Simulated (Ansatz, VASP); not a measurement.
Y: VASP beside Ansatz

Contents of INCAR:

```
SYSTEM = Y
ALGO     = Normal         ! electronic algorithm
EDIFF    = 1E-6           ! SCF threshold, eV
ENCUT    = 520            ! plane-wave cutoff, eV
GGA      = PS             ! functional
ISIF     = 2              ! what is computed and relaxed
ISMEAR   = -1             ! smearing method
LASPH    = .True.         ! aspherical terms in the spheres
LCHARG   = .False.        ! write CHGCAR
LREAL    = .False.        ! projectors in reciprocal space
LWAVE    = .False.        ! write WAVECAR
NBANDS   = 18             ! bands
NELM     = 80             ! most SCF steps
PREC     = Accurate       ! precision mode
SIGMA    = 0.08           ! smearing width, eV
```

File KPOINTS:

```
k-points
0
Gamma
  10 10 10
  0 0 0
```

Contents of POSCAR:

```
Y
1.0
    0.0000000000      3.4128974680      3.4128974680
    3.4128974680      0.0000000000      3.4128974680
    3.4128974680      3.4128974680      0.0000000000
Y
2
Direct
   -0.1250000000     -0.1250000000     -0.1250000000
    0.1250000000      0.1250000000      0.1250000000
```

Input for Ansatz:

```yaml
crystal:
  lattice:
    - [0.0, 3.412897468, 3.412897468]
    - [3.412897468, 0.0, 3.412897468]
    - [3.412897468, 3.412897468, 0.0]
  atoms:
    - { symbol: "Y", position: [-0.125, -0.125, -0.125] }
    - { symbol: "Y", position: [0.125, 0.125, 0.125] }
kpoints:
  mp_grid: { grid: [10, 10, 10] }
scf:
  occupations: { method: fermi_dirac, width: 0.08 }
hamiltonian:
  xc: pbesol
  pseudopotentials: { kind: all_electron, datasets: crystal }
output:
  forces: true
  stress: true
  eigenvalues: true
```

Change from the starting cell: volume scaled by 1, crystal datasets.

Alike in both runs: task single point; functional PBEsol; k mesh 10 × 10 × 10; occupations fermi-dirac, width 0.08 eV; no spin polarisation.

|  | VASP | Ansatz |
| --- | --- | --- |
| version | VASP 6.6.1 | Ansatz 0.2.0 |
| potentials or method | VASP PAW PBE potentials, release 64 (Y_sv), cutoff 520 eV | all-electron PAW with datasets made for the crystal, scalar-relativistic |

|  | VASP | Ansatz | Ansatz less VASP |
| --- | --- | --- | --- |
| pressure (GPa) | 0.0 | 0.0 | -0.01 |

VASP's potentials were made for PBE, not for PBEsol. Ansatz ran all-electron here, and VASP with PAW potentials.
